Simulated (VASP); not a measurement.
# SnSe (wurtzite type) (P6_3mc) in VASP: relaxation of cell and atoms with PBE

Aim: the relaxation of cell and atoms of SnSe (wurtzite type) with PBE.

Everything below comes from runs of VASP 6.6.1. Logs are shortened: lines on timing, memory, paths and dates and some standing lists are left out, and cuts for length are marked.

**1. The cell of the first run**

Symmetry: P6_3mc, No. 186, hexagonal system. The conventional cell has a = 4.413 Å, b = 4.413 Å, c = 7.193 Å, α = 90.00°, β = 90.00°, γ = 120.00°. Sn (site symmetry 3m) has 4 Se at 2.70 Å within 3.6 Å. Se (site symmetry 3m) has 4 Sn at 2.70 Å within 3.6 Å.

**2. Relaxation of cell and atoms, PBE, target pressure 4.1 GPa, at which the enthalpy is minimised**

File INCAR:

```
  PREC = Accurate
  ENCUT = 600
  EDIFF = 1E-6
  ISMEAR = -1
  SIGMA = 0.05
  LREAL = False
  LASPH = True
  NELM = 100
  ALGO = Normal
  ISIF = 3
  LWAVE = False
  LCHARG = False
  GGA = PE
  IBRION = 2
  NSW = 60
  EDIFFG = -0.005
  PSTRESS = 41.0
```

File KPOINTS:

```
regular mesh
0
Gamma
  9 9 5
```

File POSCAR:

```
SnSe
1.0
    4.4128459572      0.0000000000      0.0000000000
   -2.2064229786      3.8216367019      0.0000000000
    0.0000000000      0.0000000000      7.1929389102
Sn Se
2 2
Direct
    0.3333333333      0.6666666667      0.0000000000
    0.6666666667      0.3333333333      0.5000000000
    0.3333333333      0.6666666667      0.3760000000
    0.6666666667      0.3333333333      0.8760000000
```

Potentials or basis: VASP PAW PBE potentials, release 64 (Sn_d, Se).

The run is started by

```bash
> cat potpaw_PBE.64/Sn_d/POTCAR potpaw_PBE.64/Se/POTCAR > POTCAR
> mpirun -np 1 vasp_std > vasp.out
```

OUTCAR:

```text
PREC = Accurate
   ENCUT = 600
   EDIFF = 1E-6
   ISMEAR = -1
   LREAL = False
   LASPH = True
   NELM = 100
   ISIF = 3
   GGA = PE
   IBRION = 2
   NSW = 60
   EDIFFG = -0.005
   PSTRESS = 41.0

 ion  position               nearest neighbor table
   1  0.333  0.667  0.000-   4 2.70   4 2.70   4 2.70   3 2.70
   2  0.667  0.333  0.500-   3 2.70   3 2.70   3 2.70   4 2.70
   3  0.333  0.667  0.376-   2 2.70   2 2.70   2 2.70   1 2.70
   4  0.667  0.333  0.876-   1 2.70   1 2.70   1 2.70   2 2.70

  LATTYP: Found a hexagonal cell.
 ALAT       =     4.4128459572
 C/A-ratio  =     1.6300000000

  Lattice vectors:

 A1 = (   4.4128459572,   0.0000000000,   0.0000000000)
 A2 = (  -2.2064229786,   3.8216367019,   0.0000000000)
 A3 = (   0.0000000000,   0.0000000000,   7.1929389102)

Analysis of symmetry for initial positions (statically):
=====================================================================
 Subroutine PRICEL returns:
 Original cell was already a primitive cell.

 Routine SETGRP: Setting up the symmetry group for a
 hexagonal supercell.

 Subroutine GETGRP returns: Found 12 space group operations
 (whereof  6 operations were pure point group operations)
 out of a pool of 24 trial point group operations.

The static configuration has the point symmetry C_3v.
 The point group associated with its full space group is C_6v.

Analysis of symmetry for dynamics (positions and initial velocities):
=====================================================================
 Subroutine PRICEL returns:
 Original cell was already a primitive cell.

 Routine SETGRP: Setting up the symmetry group for a
 hexagonal supercell.

 Subroutine GETGRP returns: Found 12 space group operations
 (whereof  6 operations were pure point group operations)
 out of a pool of 24 trial point group operations.

The dynamic configuration has the point symmetry C_3v.
 The point group associated with its full space group is C_6v.

 Subroutine INISYM returns: Found 12 space group operations
 (whereof  6 operations are pure point group operations),
 and found     1 'primitive' translations

----------------------------------------------------------------------------------------

                                     Primitive cell

  volume of cell :     121.3038

  direct lattice vectors                    reciprocal lattice vectors
     4.412845957  0.000000000  0.000000000     0.226611128  0.130833996  0.000000000
    -2.206422979  3.821636702  0.000000000     0.000000000  0.261667991  0.000000000
     0.000000000  0.000000000  7.192938910     0.000000000  0.000000000  0.139025232

  length of vectors
     4.412845957  4.412845957  7.192938910     0.261667991  0.261667991  0.139025232

  position of ions in fractional coordinates (direct lattice)
     0.333333333  0.666666667  0.000000000
     0.666666667  0.333333333  0.500000000
     0.333333333  0.666666667  0.376000000
     0.666666667  0.333333333  0.876000000

  ion indices of the primitive-cell ions
   primitive index   ion index
                 1           1
                 2           2
                 3           3
                 4           4

----------------------------------------------------------------------------------------

 KPOINTS: regular mesh

Automatic generation of k-mesh.
 Grid dimensions read from file:
 generate k-points for:    9    9    5

 Generating k-lattice:

  Cartesian coordinates                     Fractional coordinates (reciprocal lattice)
     0.025179014  0.014537111  0.000000000     0.111111111  0.000000000  0.000000000
     0.000000000  0.029074221  0.000000000     0.000000000  0.111111111  0.000000000
     0.000000000  0.000000000  0.027805046     0.000000000  0.000000000  0.200000000

  Length of vectors
     0.029074221  0.029074221  0.027805046

  Shift w.r.t. Gamma in fractional coordinates (k-lattice)
     0.000000000  0.000000000  0.000000000

 Subroutine IBZKPT returns following result:
 ===========================================

 Found     36 irreducible k-points:

 Following reciprocal coordinates:
            Coordinates               Weight
  0.000000  0.000000  0.000000      1.000000
  0.111111  0.000000  0.000000      6.000000
  0.222222  0.000000  0.000000      6.000000
  0.333333  0.000000  0.000000      6.000000
  0.444444  0.000000  0.000000      6.000000
  0.111111  0.111111  0.000000      6.000000
[... 16 lines left out ...]
  0.333333  0.222222  0.200000     24.000000
  0.333333  0.333333  0.200000      4.000000
 [... further k-points ...]
   k-points           NKPTS =     36   k-points in BZ     NKDIM =     36   number of bands    NBANDS=     24
   number of dos      NEDOS =    301   number of ions     NIONS =      4
   total plane-waves  NPLWV =  77760
   dimension x,y,z NGX =    36 NGY =   36 NGZ =   60
   dimension x,y,z NGXF=    72 NGYF=   72 NGZF=  120
   ions per type =               2   2
   NGX,Y,Z   is equivalent  to a cutoff of  13.56, 13.56, 13.87 a.u.
   NGXF,Y,Z  is equivalent  to a cutoff of  27.12, 27.12, 27.73 a.u.
 SYSTEM =  unknown system
   PREC   = accura    normal or accurate (medium, high low for compatibility)
   ISTART =      0    job   : 0-new  1-cont  2-samecut
   ICHARG =      2    charge: 1-file 2-atom 10-const
   ISPIN  =      1    spin polarized calculation?
   LNONCOLLINEAR =      F non collinear calculations
   LSORBIT =      F    spin-orbit coupling
   LASPH  =      T    aspherical Exc in radial PAW
   ENCUT  =  600.0 eV  44.10 Ry    6.64 a.u.   8.81  8.81 14.37*2*pi/ulx,y,z
   NELM   =    100;   NELMIN=  2; NELMDL= -5     # of ELM steps
   EDIFF  = 0.1E-05   stopping-criterion for ELM
   LREAL  =      F    real-space projection
   EDIFFG = -.5E-02   stopping-criterion for IOM
   NSW    =     60    number of steps for IOM
   IBRION =      2    ionic relax: 0-MD 1-quasi-New 2-CG
   NFREE  =      1    steps in history (QN), initial steepest desc. (CG)
   ISIF   =      3    stress and relaxation
   ISYM   =      2    0-nonsym 1-usesym 2-fastsym
   POTIM  = 0.5000    time-step for ionic-motion
   TEBEG  =    0.0;   TEEND  =   0.0 temperature during run
   PSTRESS=   41.0 pullay stress
   NELECT =      40.0000    total number of electrons
   NUPDOWN=      -1.0000    fix difference up-down
   EMIN   =  10.00;   EMAX   =-10.00  energy-range for DOS
   EFERMI =   0.00;   METHOD = LEGACY
   ISMEAR =    -1;   SIGMA  =   0.05  broadening in eV -4-tet -1-fermi 0-gaus
   EFERMI_NEDOS =   21; number of points for ismear=-14 and -15
   IALGO  =     38    algorithm
   IMIX   =      4    mixing-type and parameters
     AMIX     =   0.40;   BMIX     =  1.00
     AMIX_MAG =   1.60;   BMIX_MAG =  1.00
  volume/ion in A,a.u.               =      30.33       204.65
  Fermi-wavevector in a.u.,A,eV,Ry     =   1.131019  2.137316 17.404633  1.279204
  Thomas-Fermi vector in A             =   2.267717
   LORBIT       =      0    0 simple, 1 ext, 2 COOP (PROOUT), +10 PAW based schemes
   GGA     = PE    functional components
   LHFCALC =     F    Hartree Fock is set to
   AEXX    =    0.0000 exact exchange contribution
   IVDW    =     0    specifies the selected vdW correction
   LEPSILON=     F    determine dielectric tensor
   LRPA    =     F    only Hartree local field effects (RPA)
 conjugate gradient relaxation of ions
 non-spin polarized calculation
  energy-cutoff  :      600.00
  volume of cell :      121.30
 maximum number of plane-waves:      4068
 NGX is ok and might be reduce to    36
   NGX = 17   NGY = 17   NGZ = 29

--------------------------------------- Ionic step        1  -------------------------------------------

 number of electron      40.0000004 magnetization

 Free energy of the ion-electron system (eV)
  ---------------------------------------------------
  ext. energy  EPLUGINS =         0.00000000
  ---------------------------------------------------
  free energy    TOTEN  =       -14.76709307 eV

  energy without entropy =      -14.76666070  energy(sigma->0) =      -14.76687689

------------------------ aborting loop because EDIFF is reached ----------------------------------------

  FORCE on cell =-STRESS in cart. coord.  units (eV):
  Direction    XX          YY          ZZ          XY          YZ          ZX
  --------------------------------------------------------------------------------------
  -------------------------------------------------------------------------------------
  Total        9.3767048      9.3767048      7.9385090      0.0000000      0.0000000     -0.0000000
  in kB      123.8472266    123.8472266    104.8515822      0.0000000      0.0000000     -0.0000000
  external PRESSURE =      76.5153451 kB  Pullay stress =      41.0000000 kB
[... 99 lines left out ...]
  FREE ENERGIE OF THE ION-ELECTRON SYSTEM (eV)
  ---------------------------------------------------
  free  energy   TOTEN  =       -15.5642844222 eV

  energy  without entropy=      -15.5642684687  energy(sigma->0) =      -15.56427645

  enthalpy is  TOTEN    =       -12.0307768817 eV   P V=        3.5335075405

[... ionic steps 4 to 49 ...]

--------------------------------------- Ionic step       50  -------------------------------------------

 number of electron      40.0000015 magnetization

------------------------ aborting loop because EDIFF is reached ----------------------------------------

  FORCE on cell =-STRESS in cart. coord.  units (eV):
  Direction    XX          YY          ZZ          XY          YZ          ZX
  --------------------------------------------------------------------------------------
  -------------------------------------------------------------------------------------
  Total        3.2264633      3.2264633      3.2576486     -0.0000000      0.0000000      0.0000000
  in kB       41.1125692     41.1125692     41.5099411     -0.0000000      0.0000000      0.0000000
  external PRESSURE =       0.2450265 kB  Pullay stress =      41.0000000 kB
[... 65 lines left out ...]
  enthalpy is  TOTEN    =       -12.6831528019 eV   P V=        3.2181576957

--------------------------------------- Ionic step       52  -------------------------------------------

 number of electron      40.0000016 magnetization

 Free energy of the ion-electron system (eV)
  ---------------------------------------------------
  ext. energy  EPLUGINS =         0.00000000
  ---------------------------------------------------
  free energy    TOTEN  =       -15.90291013 eV

  energy without entropy =      -15.90287394  energy(sigma->0) =      -15.90289204

 E-fermi :   4.9263     XC(G=0):  -8.6658

 val. band max:        4.5777517182   @ k =   0.3333   0.3333   0.4000
 cond. band min:       5.3249050744   @ k =   0.1111   0.1111   0.0000
 fundamental gap:      0.7471533562
 Fermi energy:         4.9262665348

 k-point     1 :       0.0000    0.0000    0.0000
  band No.  band energies     occupation
      1     -17.2113      2.00000
      2     -17.1983      2.00000
      3     -17.1983      2.00000
      4     -17.1977      2.00000
      5     -17.1977      2.00000
      6     -17.1845      2.00000
[... 637 lines left out ...]
     23       7.9601      0.00000
     24       8.1533      0.00000

 [... further k-points ...]

------------------------ aborting loop because EDIFF is reached ----------------------------------------

  FORCE on cell =-STRESS in cart. coord.  units (eV):
  Direction    XX          YY          ZZ          XY          YZ          ZX
  --------------------------------------------------------------------------------------
  -------------------------------------------------------------------------------------
  Total        3.2094811      3.2094811      3.2011300     -0.0000000     -0.0000000      0.0000000
  in kB       40.8693146     40.8693146     40.7629732     -0.0000000     -0.0000000      0.0000000
  external PRESSURE =      -0.1661325 kB  Pullay stress =      41.0000000 kB
[... 19 lines left out ...]
  FREE ENERGIE OF THE ION-ELECTRON SYSTEM (eV)
  ---------------------------------------------------
  free  energy   TOTEN  =       -15.9029101346 eV

  energy  without entropy=      -15.9028739415  energy(sigma->0) =      -15.90289204

  enthalpy is  TOTEN    =       -12.6831662886 eV   P V=        3.2197438460

 reached required accuracy - stopping structural energy minimisation
```

Wall time 45 min (1 thread of Intel Xeon Platinum 8259CL at 2.50GHz (Skylake/Cascade Lake), shared host); peak memory 0.35 GiB.

What came out:

```
Free energy                                                : -15.9029 eV
Relaxed volume                                             : 31.45 Å³/atom
Relaxed cell                                               : a = 4.954 Å, b = 4.954 Å, c = 5.920 Å, α = 90.00°, β = 90.00°, γ = 120.00°
Space group after relaxing (to 0.1 Å)                      : P6_3/mmc (No. 194)
Energy change on relaxing (the run minimises the enthalpy) : -284.0 meV/atom
Ionic steps                                                : 52
Pressure after relaxing                                    : 4.1 GPa
Largest force after relaxing                               : 0.004 eV/Å
Band gap on the k mesh                                     : 0.75 eV (least direct gap 1.09 eV)
```

Forces on the atoms (eV/Å):
```
Sn   0.000  0.000 -0.004
Sn   0.000  0.000 -0.004
Se   0.000  0.000  0.004
Se   0.000  0.000  0.004
```

Step by step:
```tsv
step	energy change (eV)	largest force (eV/Å)	pressure (GPa)	volume (Å³)
1	0.0000	0.0889	11.75	121.30
3	-0.7972	0.0246	4.05	138.08
5	-0.8087	0.3006	4.17	137.71
7	-0.8064	0.4952	4.31	137.42
9	-0.8148	0.5419	4.28	137.46
11	-0.8500	0.7755	4.17	137.52
13	-0.8638	1.3268	4.22	137.12
15	-0.8745	1.2522	4.15	137.25
17	-0.9094	1.3626	3.86	137.40
19	-0.9093	1.4299	3.80	137.41
21	-1.0159	1.1412	3.14	137.32
23	-1.1803	0.2994	1.38	136.64
25	-1.1426	0.1792	3.95	127.15
27	-1.0987	0.1571	4.71	125.14
29	-1.1432	0.0835	3.98	126.61
31	-1.1427	0.0835	3.99	126.53
33	-1.1560	0.0450	3.75	126.81
35	-1.1408	0.0318	4.01	126.11
37	-1.1262	0.0120	4.24	125.46
39	-1.1313	0.0068	4.15	125.65
41	-1.1368	0.0059	4.07	125.86
43	-1.1354	0.0074	4.09	125.81
45	-1.1363	0.0052	4.09	125.84
47	-1.1347	0.0055	4.11	125.78
49	-1.1345	0.0057	4.11	125.77
51	-1.1342	0.0048	4.11	125.76
52	-1.1358	0.0040	4.08	125.82
```

Final structure:
```yaml
crystal:
  lattice:
    - [4.95385, 0.00000, 0.00000]
    - [-2.47693, 4.29016, 0.00000]
    - [0.00000, 0.00000, 5.92014]
  atoms:
    - { symbol: Sn, position: [0.33333, 0.66667, 0.93869] }
    - { symbol: Sn, position: [0.66667, 0.33333, 0.43869] }
    - { symbol: Se, position: [0.33333, 0.66667, 0.43731] }
    - { symbol: Se, position: [0.66667, 0.33333, 0.93731] }
```

Levels at points of the mesh, in eV from the valence-band top:
| k point | band 17 | band 18 | band 19 | band 20 | band 21 | band 22 | band 23 | band 24 |
| --- | --- | --- | --- | --- | --- | --- | --- | --- |
| (0.00, 0.00, 0.00) | -4.01 | -2.58 | -2.58 | -2.50 | 0.95 | 0.95 | 2.68 | 2.68 |

Caveat: the cell is relaxed towards a set pressure, so the run minimises the enthalpy, not the energy; a cell axis changed by over 15 % at a fixed basis, so the end point is rough; spin-orbit coupling is left out, which moves the levels of the heavy elements; an odd mesh through Γ misses points on the zone boundary, where band edges can lie.
